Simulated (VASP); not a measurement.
Runs of VASP 6.6.1 on BaS. Symmetry: Fm-3m, No. 225, cubic system. The conventional cell has a = 6.388 Å, b = 6.388 Å, c = 6.388 Å, α = 90.00°, β = 90.00°, γ = 90.00°. Ba (site symmetry m-3m) has 6 S at 3.19 Å within 4.2 Å. S (site symmetry m-3m) has 6 Ba at 3.19 Å within 4.2 Å. 

```csv
level,grid for exact exchange (PRECFOCK),share of exact exchange,screening parameter,gap on the mesh (eV),pressure (GPa)
PBE,-,-,-,2.10,1.5
HF,Normal,1,-,(b),5.6
PBE-based screened hybrid with 25 % exact exchange,Normal,0.25,0.4 1/Å,2.65,1.1
HSE06,Normal,0.25,0.2079 1/Å,3.02,1.0
PBE-based screened hybrid with 35 % exact exchange,Normal,0.35,0.5 1/Å,(a),1.0
PBE-based global hybrid with 15 % exact exchange,Normal,0.15,-,3.07,1.1
```

Alike in all rows: task single point; potentials or basis VASP PAW PBE potentials, release 64 (Ba_sv, S); no spin polarisation; cell as given; k mesh 4 × 4 × 4; cutoff (eV) 520; smearing gaussian 0.05 eV.

Question: Estimate the missing entries.

Answer: (a) 2.69; (b) 9.10.

Caveats: all runs use coarse meshes; spin-orbit coupling is left out, which moves the levels of the heavy elements; the PAW data sets were made with another functional, which shifts forces and pressure a little (at least some runs).

A k mesh can miss the band edges, and the runs leave out spin-orbit coupling on Ba.
